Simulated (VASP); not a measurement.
The system is Ni3Ge.

```
CELL_PARAMETERS angstrom
3.53033 0.00000 0.00000
0.00000 3.53033 0.00000
0.00000 0.00000 3.53033
ATOMIC_POSITIONS crystal
Ni 0.50000 0.00000 0.50000
Ni 0.00000 0.50000 0.50000
Ni 0.50000 0.50000 0.00000
Ge 0.00000 0.00000 0.00000
```

Program: VASP 6.6.1. Alike in all runs: task single point; level r2SCAN; potentials or basis VASP PAW PBE potentials, release 64 (Ni, Ge_d); no spin polarisation; cell as given; cutoff (eV) 520.

Order these runs on this cell by their pressure, lowest first.
A. k mesh 1 × 1 × 1; smearing gaussian 0.1 eV
B. k mesh 2 × 2 × 2; smearing gaussian 0.1 eV
C. k mesh 12 × 12 × 12; smearing methfessel-paxton 0.5 eV

B (-2.9 GPa), C (0.4 GPa), A (26.0 GPa).

Caveats: some runs use coarse meshes; the PAW data sets were made with another functional, which shifts forces and pressure a little.
